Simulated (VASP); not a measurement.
# SnSe2 (P-3m1) in VASP: a series of runs, part 2 of 2

VASP 6.6.1. The steps go on from the part before.

## Step 4: Single point, PBEsol

This run uses another cell than the first one, of the same volume but with other edges.

The input, INCAR:

```
ALGO = Normal ; EDIFF = 1E-7
ENCUT = 520 ; GGA = PS
ISIF = 2 ; ISMEAR = 0
LASPH = True ; LCHARG = False
LREAL = False ; LWAVE = False
NBANDS = 20 ; NELM = 80
PREC = Accurate ; SIGMA = 0.05
```

The input, KPOINTS:

```
k-points
0
Gamma
  12 12 6
```

The input, POSCAR:

```
SnSe2
1.0
    3.7573172486      0.0000000000      0.0000000000
   -1.8786586243      3.2539321874      0.0000000000
    0.0000000000      0.0000000000      6.3487532381
Sn Se
1 2
Direct
    0.0000000000      0.0000000000      0.0000000000
    0.3333333333      0.6666666667      0.2580716066
    0.6666666667      0.3333333333      0.7419283934
```

Potentials or basis: VASP PAW PBE potentials, release 64 (Sn_d, Se).

Command:

```bash
cat potpaw_PBE.64/Sn_d/POTCAR potpaw_PBE.64/Se/POTCAR > POTCAR
mpirun -np 1 vasp_std > vasp.out
```

OUTCAR:

```text
EDIFF = 1E-7
   ENCUT = 520
   GGA = PS
   ISIF = 2
   ISMEAR = 0
   LASPH = True
   LREAL = False
   NELM = 80
   PREC = Accurate

 ion  position               nearest neighbor table
   1  0.000  0.000  0.000-   2 2.72   3 2.72   3 2.72   2 2.72   3 2.72   2 2.72
   2  0.333  0.667  0.258-   1 2.72   1 2.72   1 2.72
   3  0.667  0.333  0.742-   1 2.72   1 2.72   1 2.72

  LATTYP: Found a hexagonal cell.
 ALAT       =     3.7573172486
 C/A-ratio  =     1.6897038014

  Lattice vectors:

 A1 = (   3.7573172486,   0.0000000000,   0.0000000000)
 A2 = (  -1.8786586243,   3.2539321874,   0.0000000000)
 A3 = (   0.0000000000,   0.0000000000,   6.3487532381)

Analysis of symmetry for initial positions (statically):
=====================================================================
 Subroutine PRICEL returns:
 Original cell was already a primitive cell.

 Routine SETGRP: Setting up the symmetry group for a
 hexagonal supercell.

 Subroutine GETGRP returns: Found 12 space group operations
 (whereof 12 operations were pure point group operations)
 out of a pool of 24 trial point group operations.

The static configuration has the point symmetry D_3d.

Analysis of symmetry for dynamics (positions and initial velocities):
=====================================================================
 Subroutine PRICEL returns:
 Original cell was already a primitive cell.

 Routine SETGRP: Setting up the symmetry group for a
 hexagonal supercell.

 Subroutine GETGRP returns: Found 12 space group operations
 (whereof 12 operations were pure point group operations)
 out of a pool of 24 trial point group operations.

The dynamic configuration has the point symmetry D_3d.

 Subroutine INISYM returns: Found 12 space group operations
 (whereof 12 operations are pure point group operations),
[... 111 lines left out ...]
   EMIN   =  10.00;   EMAX   =-10.00  energy-range for DOS
   EFERMI =   0.00;   METHOD = LEGACY
   ISMEAR =     0;   SIGMA  =   0.05  broadening in eV -4-tet -1-fermi 0-gaus
   EFERMI_NEDOS =   21; number of points for ismear=-14 and -15
   IALGO  =     38    algorithm
   IMIX   =      4    mixing-type and parameters
     AMIX     =   0.40;   BMIX     =  1.00
     AMIX_MAG =   1.60;   BMIX_MAG =  1.00
  volume/ion in A,a.u.               =      25.87       174.60
  Fermi-wavevector in a.u.,A,eV,Ry     =   1.136949  2.148522 17.587614  1.292653
  Thomas-Fermi vector in A             =   2.273654
   LORBIT       =      0    0 simple, 1 ext, 2 COOP (PROOUT), +10 PAW based schemes
   GGA     = PS    functional components
   LHFCALC =     F    Hartree Fock is set to
   AEXX    =    0.0000 exact exchange contribution
   IVDW    =     0    specifies the selected vdW correction
   LEPSILON=     F    determine dielectric tensor
   LRPA    =     F    only Hartree local field effects (RPA)
 non-spin polarized calculation
 Gauss-broadening in eV      SIGMA  =   0.05
  energy-cutoff  :      520.00
  volume of cell :       77.62
 maximum number of plane-waves:      2112
   NGX = 13   NGY = 13   NGZ = 23

 number of electron      25.9999991 magnetization

 Free energy of the ion-electron system (eV)
  ---------------------------------------------------
  ext. energy  EPLUGINS =         0.00000000
  ---------------------------------------------------
  free energy    TOTEN  =       -12.95923622 eV

  energy without entropy =      -12.95923622  energy(sigma->0) =      -12.95923622

 E-fermi :   4.3113     XC(G=0):  -9.6542

 val. band max:        4.1241931394   @ k =   0.1667  -0.0000   0.1667
 cond. band min:       4.4960673949   @ k =   0.5000   0.0000   0.3333
 fundamental gap:      0.3718742555
 Fermi energy:         4.3113198188

 k-point     1 :       0.0000    0.0000    0.0000
  band No.  band energies     occupation
      1     -17.1226      2.00000
      2     -17.1226      2.00000
      3     -17.0758      2.00000
      4     -17.0637      2.00000
      5     -17.0637      2.00000
      6      -9.8451      2.00000
[... 541 lines left out ...]
     19      11.9533      0.00000
     20      13.0938      0.00000

 [... further k-points ...]

------------------------ aborting loop because EDIFF is reached ----------------------------------------

  FORCE on cell =-STRESS in cart. coord.  units (eV):
  Direction    XX          YY          ZZ          XY          YZ          ZX
  --------------------------------------------------------------------------------------
  -------------------------------------------------------------------------------------
  Total        0.5934660      0.5934660     -1.0069232      0.0000000      0.0000000     -0.0000000
  in kB       12.2498747     12.2498747    -20.7841422      0.0000000      0.0000000     -0.0000000
  external PRESSURE =       1.2385357 kB  Pullay stress =       0.0000000 kB

 VOLUME and BASIS-vectors are now :
 -----------------------------------------------------------------------------
  energy-cutoff  :      520.00
  volume of cell :       77.62
      direct lattice vectors                 reciprocal lattice vectors
     3.757317249  0.000000000  0.000000000     0.266147342  0.153660240  0.000000000
    -1.878658624  3.253932187  0.000000000     0.000000000  0.307320479  0.000000000
     0.000000000  0.000000000  6.348753238     0.000000000  0.000000000  0.157511241

 POSITION                                       TOTAL-FORCE (eV/Angst)
 -----------------------------------------------------------------------------------
      0.00000      0.00000      0.00000        -0.000000      0.000000      0.000000
     -0.00000      2.16929      1.63843         0.000000      0.000000     -0.284010
      1.87866      1.08464      4.71032         0.000000     -0.000000      0.284010
 -----------------------------------------------------------------------------------
    total drift:                                0.000000      0.000000      0.000000

  FREE ENERGIE OF THE ION-ELECTRON SYSTEM (eV)
  ---------------------------------------------------
  free  energy   TOTEN  =       -12.9592362161 eV

  energy  without entropy=      -12.9592362154  energy(sigma->0) =      -12.95923622
```

OSZICAR:

```text
N       E                     dE             d eps       ncg     rms          rms(c)
DAV:   1     0.203722947398E+03    0.20372E+03   -0.12078E+04  4080   0.147E+03
DAV:   2     0.102804077320E+02   -0.19344E+03   -0.18613E+03  4284   0.385E+02
DAV:   3    -0.123936915822E+02   -0.22674E+02   -0.22087E+02  4844   0.113E+02
DAV:   4    -0.131959485440E+02   -0.80226E+00   -0.80068E+00  4780   0.224E+01
DAV:   5    -0.132155481979E+02   -0.19600E-01   -0.19598E-01  5504   0.365E+00    0.494E+00
DAV:   6    -0.129878919593E+02    0.22766E+00   -0.45015E-01  5932   0.740E+00    0.311E+00
DAV:   7    -0.129609974993E+02    0.26894E-01   -0.13084E-01  4840   0.250E+00    0.874E-01
DAV:   8    -0.129592397650E+02    0.17577E-02   -0.10401E-02  5212   0.904E-01    0.255E-01
DAV:   9    -0.129592255561E+02    0.14209E-04   -0.11243E-03  4524   0.239E-01    0.720E-02
DAV:  10    -0.129592255345E+02    0.21570E-07   -0.10107E-04  4904   0.701E-02    0.278E-02
DAV:  11    -0.129592356797E+02   -0.10145E-04   -0.21742E-05  4512   0.302E-02    0.635E-03
DAV:  12    -0.129592359065E+02   -0.22682E-06   -0.84372E-07  5288   0.651E-03    0.460E-03
DAV:  13    -0.129592361897E+02   -0.28321E-06   -0.64184E-07  4488   0.490E-03    0.136E-03
DAV:  14    -0.129592362161E+02   -0.26397E-07   -0.31828E-08  3064   0.105E-03
   1 F= -.12959236E+02 E0= -.12959236E+02  d E =-.656132E-09
```

Run time: 3.2 min. Hardware: 1 thread of Intel Xeon Platinum 8488C (Sapphire Rapids), shared host; peak memory 0.28 GiB.

Results:

- Free energy: -12.9592 eV
- Pressure: 0.1 GPa
- Largest force: 0.284 eV/Å
- Band gap on the k mesh: 0.37 eV, indirect (least direct gap 0.99 eV)

Forces on the atoms (eV/Å):
```
Sn   0.000  0.000  0.000
Se   0.000  0.000 -0.284
Se   0.000  0.000  0.284
```

Stress tensor (GPa, compression positive):
```
 1.22  0.00  0.00
 0.00  1.22  0.00
 0.00  0.00 -2.08
```

Caveat: the PAW data sets were made with another functional, which shifts forces and pressure a little; spin-orbit coupling is left out, which moves the levels of the heavy elements; this functional lacks dispersion, which binds the layers, so the pressure and a relaxed spacing across them are unreliable.

## Step 5: Overview

| cell | gap on the mesh (eV) | pressure (GPa) | largest force (eV/Å) |
| --- | --- | --- | --- |
| a = 3.700, b = 3.700, c = 6.549 Å, angles 90.0, 90.0, 120.0°, 3 atoms | 0.07 | 0.2 | 0.60 |
| a = 3.871, b = 3.871, c = 5.981 Å, angles 90.0, 90.0, 120.0°, 3 atoms | 0.35 | 0.1 | 0.25 |
| a = 3.757, b = 3.757, c = 6.349 Å, angles 90.0, 90.0, 120.0°, 3 atoms | 0.37 | 0.1 | 0.28 |

Alike in all rows: task single point; level PBEsol; potentials or basis VASP PAW PBE potentials, release 64 (Sn_d, Se); no spin polarisation; k mesh 12 × 12 × 6; cutoff (eV) 520; smearing gaussian 0.05 eV.

Caveats: the PAW data sets were made with another functional, which shifts forces and pressure a little; spin-orbit coupling is left out, which moves the levels of the heavy elements; this functional lacks dispersion, which binds the layers, so the pressure and a relaxed spacing across them are unreliable.

Absolute energies hang on the potentials; compare differences alone.
